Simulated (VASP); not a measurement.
Wanted: the native input for a VASP 6.6.1 run.

```
Task                   : single point
Functional             : PBE
Potentials or basis    : VASP PAW PBE potentials, release 64 (B, P)
Cutoff                 : 500 eV
k mesh                 : 3 × 3 × 3
Occupations            : gaussian, width 0.01 eV
Spin                   : no spin polarisation
Dipole correction      : no
Further INCAR settings : ALGO = Normal; EDIFF = 1e-06; NBANDS = 11
```

The structure of BP lies in POSCAR:

```
BP
1.0
    0.0000000000      2.2988586873      2.2988586873
    2.2988586873      0.0000000000      2.2988586873
    2.2988586873      2.2988586873      0.0000000000
B P
1 1
Direct
    0.0000000000      0.0000000000      0.0000000000
    0.2500000000      0.2500000000      0.2500000000
```

These files were run (other wordings do the same):

INCAR

```
  PREC = Accurate
  ENCUT = 500
  EDIFF = 1E-6
  ISMEAR = 0
  SIGMA = 0.01
  LREAL = F
  LASPH = T
  NELM = 120
  ALGO = Normal
  ISIF = 2
  LWAVE = F
  LCHARG = T
  GGA = PE
  LELF = T
  LVHAR = T
  NBANDS = 11
  GGA_COMPAT = F
```

KPOINTS

```
Automatic mesh
0
Gamma
  3 3 3
```

Potentials or basis: VASP PAW PBE potentials, release 64 (B, P).

Command:

```sh
$ cat potpaw_PBE.64/B/POTCAR potpaw_PBE.64/P/POTCAR > POTCAR
$ mpirun -np 1 vasp_std > vasp.out
```

It gave:

```yaml
Pressure: -1.8 GPa
Band_gap_on_the_k_mesh: 1.37 eV, indirect (least direct gap 3.30 eV)
```

Caveat: the k points lie up to 0.79 Å⁻¹ apart.

Wall time 1.4 s on 1 thread of Intel(R) Xeon(R) 6975P-C (Granite Rapids), with other jobs on the host, peak memory 0.12 GiB.
